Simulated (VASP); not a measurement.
# Sr3PRh (Pm-3m) in VASP: notebook

Runs on Sr3PRh. Level: PBE. Tasks: single point, relaxation of cell and atoms.

Everything below comes from runs of VASP 6.6.1. Logs are shortened: lines on timing, memory, paths and dates and some standing lists are left out, and cuts for length are marked.

## Step 1: The cell of the first run

It takes space group Pm-3m (No. 221, cubic). The conventional cell has a = 5.552 Å, b = 5.552 Å, c = 5.552 Å, α = 90.00°, β = 90.00°, γ = 90.00°. Within 3.7 Å of Sr (site symmetry 4/mmm) lie 2 Rh at 2.78 Å. P (site symmetry m-3m) has 12 Sr at 3.93 Å and 8 Rh at 4.81 Å within 5.2 Å. Within 3.7 Å of Rh (site symmetry m-3m) lie 6 Sr at 2.78 Å.

## Step 2: Single point, PBE

File INCAR:

```
SYSTEM = Sr3PRh
ALGO = Normal ; EDIFF = 1E-7
ENCUT = 520 ; GGA = PE
ISIF = 2 ; ISMEAR = 0
LASPH = .TRUE. ; LCHARG = .FALSE.
LREAL = .FALSE. ; LWAVE = .FALSE.
NBANDS = 33 ; NELM = 100
PREC = Accurate ; SIGMA = 0.1
```

File KPOINTS:

```
k-points
0
G
  8 8 8
  0 0 0
```

File POSCAR:

```
Sr3PRh
1.0
    5.5521158834      0.0000000000      0.0000000000
    0.0000000000      5.5521158834      0.0000000000
    0.0000000000      0.0000000000      5.5521158834
Sr P Rh
3 1 1
Direct
    0.5000000000      0.0000000000      0.0000000000
    0.0000000000      0.5000000000      0.0000000000
    0.0000000000      0.0000000000      0.5000000000
    0.5000000000      0.5000000000      0.5000000000
    0.0000000000      0.0000000000      0.0000000000
```

Potentials or basis: VASP PAW PBE potentials, release 64 (Sr_sv, P, Rh_pv).

Launch:

```sh
> cat potpaw_PBE.64/Sr_sv/POTCAR potpaw_PBE.64/P/POTCAR potpaw_PBE.64/Rh_pv/POTCAR > POTCAR
> mpirun -np 1 vasp_std > vasp.out
```

OUTCAR:

```text
SYSTEM = Sr3PRh
   EDIFF = 1E-7
   ENCUT = 520
   GGA = PE
   ISIF = 2
   ISMEAR = 0
   LASPH = .TRUE.
   LREAL = .FALSE.
   NELM = 100
   PREC = Accurate

 ion  position               nearest neighbor table
   1  0.500  0.000  0.000-   5 2.78   5 2.78   4 3.93   2 3.93   3 3.93   4 3.93   2 3.93   4 3.93
                             4 3.93   2 3.93   3 3.93   3 3.93   3 3.93   2 3.93
   2  0.000  0.500  0.000-   5 2.78   5 2.78   4 3.93   1 3.93   3 3.93   4 3.93   1 3.93   3 3.93
                             3 3.93   3 3.93   1 3.93   4 3.93   4 3.93   1 3.93
   3  0.000  0.000  0.500-   5 2.78   5 2.78   4 3.93   1 3.93   1 3.93   2 3.93   2 3.93   2 3.93
                             4 3.93   2 3.93   1 3.93   4 3.93   1 3.93   4 3.93
   4  0.500  0.500  0.500-   1 3.93   2 3.93   3 3.93   1 3.93   2 3.93   1 3.93   3 3.93   1 3.93
                             2 3.93   3 3.93   2 3.93   3 3.93
   5  0.000  0.000  0.000-   1 2.78   2 2.78   3 2.78   3 2.78   2 2.78   1 2.78

  LATTYP: Found a simple cubic cell.
 ALAT       =     5.5521158834

  Lattice vectors:

 A1 = (   5.5521158834,   0.0000000000,   0.0000000000)
 A2 = (   0.0000000000,   5.5521158834,   0.0000000000)
 A3 = (   0.0000000000,   0.0000000000,   5.5521158834)

Analysis of symmetry for initial positions (statically):
=====================================================================
 Subroutine PRICEL returns:
 Original cell was already a primitive cell.

 Routine SETGRP: Setting up the symmetry group for a
 simple cubic supercell.

 Subroutine GETGRP returns: Found 48 space group operations
 (whereof 48 operations were pure point group operations)
 out of a pool of 48 trial point group operations.

The static configuration has the point symmetry O_h .

Analysis of symmetry for dynamics (positions and initial velocities):
=====================================================================
 Subroutine PRICEL returns:
 Original cell was already a primitive cell.

 Routine SETGRP: Setting up the symmetry group for a
 simple cubic supercell.

 Subroutine GETGRP returns: Found 48 space group operations
 (whereof 48 operations were pure point group operations)
 out of a pool of 48 trial point group operations.

The dynamic configuration has the point symmetry O_h .

 Subroutine INISYM returns: Found 48 space group operations
 (whereof 48 operations are pure point group operations),
 and found     1 'primitive' translations

----------------------------------------------------------------------------------------

                                     Primitive cell

  volume of cell :     171.1495

  direct lattice vectors                    reciprocal lattice vectors
     5.552115883  0.000000000  0.000000000     0.180111514  0.000000000  0.000000000
     0.000000000  5.552115883  0.000000000     0.000000000  0.180111514  0.000000000
     0.000000000  0.000000000  5.552115883     0.000000000  0.000000000  0.180111514

  length of vectors
     5.552115883  5.552115883  5.552115883     0.180111514  0.180111514  0.180111514

  position of ions in fractional coordinates (direct lattice)
     0.500000000  0.000000000  0.000000000
     0.000000000  0.500000000  0.000000000
     0.000000000  0.000000000  0.500000000
     0.500000000  0.500000000  0.500000000
     0.000000000  0.000000000  0.000000000

  ion indices of the primitive-cell ions
   primitive index   ion index
                 1           1
                 2           2
                 3           3
                 4           4
                 5           5

----------------------------------------------------------------------------------------

 KPOINTS: k-points

Automatic generation of k-mesh.
 Grid dimensions read from file:
 generate k-points for:    8    8    8

 Generating k-lattice:

  Cartesian coordinates                     Fractional coordinates (reciprocal lattice)
     0.022513939  0.000000000  0.000000000     0.125000000  0.000000000  0.000000000
     0.000000000  0.022513939  0.000000000     0.000000000  0.125000000  0.000000000
     0.000000000  0.000000000  0.022513939     0.000000000  0.000000000  0.125000000

  Length of vectors
     0.022513939  0.022513939  0.022513939

  Shift w.r.t. Gamma in fractional coordinates (k-lattice)
     0.000000000  0.000000000  0.000000000

 Subroutine IBZKPT returns following result:
 ===========================================

 Found     35 irreducible k-points:

 Following reciprocal coordinates:
            Coordinates               Weight
  0.000000  0.000000  0.000000      1.000000
  0.125000  0.000000  0.000000      6.000000
  0.250000  0.000000  0.000000      6.000000
  0.375000  0.000000  0.000000      6.000000
  0.500000  0.000000  0.000000      3.000000
  0.125000  0.125000  0.000000     12.000000
[... 16 lines left out ...]
  0.375000  0.375000  0.125000     24.000000
  0.500000  0.375000  0.125000     24.000000
 [... further k-points ...]
   k-points           NKPTS =     35   k-points in BZ     NKDIM =     35   number of bands    NBANDS=     33
   number of dos      NEDOS =    301   number of ions     NIONS =      5
   total plane-waves  NPLWV =  74088
   dimension x,y,z NGX =    42 NGY =   42 NGZ =   42
   dimension x,y,z NGXF=    84 NGYF=   84 NGZF=   84
   ions per type =               3   1   1
   NGX,Y,Z   is equivalent  to a cutoff of  12.58, 12.58, 12.58 a.u.
   NGXF,Y,Z  is equivalent  to a cutoff of  25.15, 25.15, 25.15 a.u.
 SYSTEM =  Sr3PRh
   PREC   = accura    normal or accurate (medium, high low for compatibility)
   ISTART =      0    job   : 0-new  1-cont  2-samecut
   ICHARG =      2    charge: 1-file 2-atom 10-const
   ISPIN  =      1    spin polarized calculation?
   LNONCOLLINEAR =      F non collinear calculations
   LSORBIT =      F    spin-orbit coupling
   LASPH  =      T    aspherical Exc in radial PAW
   ENCUT  =  520.0 eV  38.22 Ry    6.18 a.u.  10.32 10.32 10.32*2*pi/ulx,y,z
   NELM   =    100;   NELMIN=  2; NELMDL= -5     # of ELM steps
   EDIFF  = 0.1E-06   stopping-criterion for ELM
   LREAL  =      F    real-space projection
   EDIFFG = 0.1E-05   stopping-criterion for IOM
   NSW    =      0    number of steps for IOM
   IBRION =     -1    ionic relax: 0-MD 1-quasi-New 2-CG
   NFREE  =      0    steps in history (QN), initial steepest desc. (CG)
   ISIF   =      2    stress and relaxation
   ISYM   =      2    0-nonsym 1-usesym 2-fastsym
   POTIM  = 0.5000    time-step for ionic-motion
   TEBEG  =    0.0;   TEEND  =   0.0 temperature during run
   PSTRESS=    0.0 pullay stress
   NELECT =      50.0000    total number of electrons
   NUPDOWN=      -1.0000    fix difference up-down
   EMIN   =  10.00;   EMAX   =-10.00  energy-range for DOS
   EFERMI =   0.00;   METHOD = LEGACY
   ISMEAR =     0;   SIGMA  =   0.10  broadening in eV -4-tet -1-fermi 0-gaus
   EFERMI_NEDOS =   21; number of points for ismear=-14 and -15
   IALGO  =     38    algorithm
   IMIX   =      4    mixing-type and parameters
     AMIX     =   0.40;   BMIX     =  1.00
     AMIX_MAG =   1.60;   BMIX_MAG =  1.00
  volume/ion in A,a.u.               =      34.23       230.99
  Fermi-wavevector in a.u.,A,eV,Ry     =   1.086275  2.052761 16.054774  1.179993
  Thomas-Fermi vector in A             =   2.222408
   LORBIT       =      0    0 simple, 1 ext, 2 COOP (PROOUT), +10 PAW based schemes
   GGA     = PE    functional components
   LHFCALC =     F    Hartree Fock is set to
   AEXX    =    0.0000 exact exchange contribution
   IVDW    =     0    specifies the selected vdW correction
   LEPSILON=     F    determine dielectric tensor
   LRPA    =     F    only Hartree local field effects (RPA)
 non-spin polarized calculation
 Gauss-broadening in eV      SIGMA  =   0.10
  energy-cutoff  :      520.00
  volume of cell :      171.15
 maximum number of plane-waves:      4636
 NGX is ok and might be reduce to    42
   NGX = 21   NGY = 21   NGZ = 21

 number of electron      49.9999985 magnetization

 Free energy of the ion-electron system (eV)
  ---------------------------------------------------
  ext. energy  EPLUGINS =         0.00000000
  ---------------------------------------------------
  free energy    TOTEN  =       -18.44804371 eV

  energy without entropy =      -18.44696475  energy(sigma->0) =      -18.44750423

 E-fermi :   2.3699     XC(G=0):  -8.4713

 val. band max:        2.2918780413   @ k =   0.5000   0.3750   0.3750
 cond. band min:       2.5818427185   @ k =   0.5000   0.5000   0.3750
 fundamental gap:      0.2899646772
 Fermi energy:         2.3699021230

 k-point     1 :       0.0000    0.0000    0.0000
  band No.  band energies     occupation
      1     -42.6186      2.00000
      2     -42.6186      2.00000
      3     -42.6186      2.00000
      4     -32.9401      2.00000
      5     -32.8964      2.00000
      6     -32.8964      2.00000
[... 25 lines left out ...]
     32       6.4989      0.00000
     33       6.4989      0.00000

 k-point     2 :       0.1250    0.0000    0.0000
  band No.  band energies     occupation
      1     -42.6188      2.00000
      2     -42.6186      2.00000
      3     -42.6186      2.00000
      4     -32.9383      2.00000
      5     -32.8971      2.00000
      6     -32.8964      2.00000
[... 25 lines left out ...]
     32       6.2851      0.00000
     33       6.5480      0.00000

 k-point     3 :       0.2500    0.0000    0.0000
  band No.  band energies     occupation
      1     -42.6193      2.00000
      2     -42.6186      2.00000
      3     -42.6186      2.00000
      4     -32.9335      2.00000
      5     -32.8990      2.00000
      6     -32.8964      2.00000
[... 25 lines left out ...]
     32       5.8641      0.00000
     33       6.7085      0.00000

 k-point     4 :       0.3750    0.0000    0.0000
  band No.  band energies     occupation
      1     -42.6197      2.00000
      2     -42.6186      2.00000
      3     -42.6186      2.00000
      4     -32.9281      2.00000
      5     -32.9016      2.00000
      6     -32.8963      2.00000
[... 25 lines left out ...]
     32       5.7903      0.00000
     33       6.4882      0.00000

 k-point     5 :       0.5000    0.0000    0.0000
  band No.  band energies     occupation
      1     -42.6199      2.00000
      2     -42.6186      2.00000
      3     -42.6186      2.00000
      4     -32.9255      2.00000
      5     -32.9031      2.00000
      6     -32.8963      2.00000
[... 604 lines left out ...]
 k-point    22 :       0.5000    0.2500    0.1250
  band No.  band energies     occupation
      1     -42.6199      2.00000
      2     -42.6193      2.00000
      3     -42.6188      2.00000
      4     -32.9180      2.00000
      5     -32.9030      2.00000
      6     -32.8987      2.00000
[... 25 lines left out ...]
     32       6.2381      0.00000
     33       6.3032      0.00000

 k-point    23 :       0.3750    0.3750    0.1250
  band No.  band energies     occupation
      1     -42.6197      2.00000
      2     -42.6197      2.00000
      3     -42.6188      2.00000
      4     -32.9155      2.00000
      5     -32.9020      2.00000
      6     -32.9005      2.00000
[... 25 lines left out ...]
     32       6.2368      0.00000
     33       6.4352      0.00000

 k-point    24 :       0.5000    0.3750    0.1250
  band No.  band energies     occupation
      1     -42.6199      2.00000
      2     -42.6197      2.00000
      3     -42.6188      2.00000
      4     -32.9128      2.00000
      5     -32.9030      2.00000
      6     -32.9011      2.00000
[... 25 lines left out ...]
     32       6.0038      0.00000
     33       6.4128      0.00000

 [... further k-points ...]
[... 5 lines left out ...]
  --------------------------------------------------------------------------------------
  -------------------------------------------------------------------------------------
  Total        0.2948929      0.2948929      0.2948929      0.0000000      0.0000000     -0.0000000
  in kB        2.7605739      2.7605739      2.7605739      0.0000000      0.0000000     -0.0000000
  external PRESSURE =       2.7605739 kB  Pullay stress =       0.0000000 kB

 VOLUME and BASIS-vectors are now :
 -----------------------------------------------------------------------------
  energy-cutoff  :      520.00
  volume of cell :      171.15
      direct lattice vectors                 reciprocal lattice vectors
     5.552115883  0.000000000  0.000000000     0.180111514  0.000000000  0.000000000
     0.000000000  5.552115883  0.000000000     0.000000000  0.180111514  0.000000000
     0.000000000  0.000000000  5.552115883     0.000000000  0.000000000  0.180111514

 POSITION                                       TOTAL-FORCE (eV/Angst)
 -----------------------------------------------------------------------------------
      2.77606      0.00000      0.00000         0.000000      0.000000      0.000000
      0.00000      2.77606      0.00000         0.000000      0.000000      0.000000
      0.00000      0.00000      2.77606         0.000000      0.000000      0.000000
      2.77606      2.77606      2.77606         0.000000      0.000000      0.000000
      0.00000      0.00000      0.00000         0.000000      0.000000      0.000000
 -----------------------------------------------------------------------------------
    total drift:                                0.000000      0.000000     -0.000000

  FREE ENERGIE OF THE ION-ELECTRON SYSTEM (eV)
  ---------------------------------------------------
  free  energy   TOTEN  =       -18.4480437068 eV

  energy  without entropy=      -18.4469647521  energy(sigma->0) =      -18.44750423
```

Wall time 6.5 min (1 thread of AMD EPYC, shared host); peak memory 0.34 GiB.

Results:

```yaml
Free_energy: -18.4480 eV
Pressure: 0.3 GPa
Band_gap_on_the_k_mesh: zero (band 25 reaches 2.29 eV, above the bottom of band 26 at 2.21 eV)
```

[end of part 1 of 2]
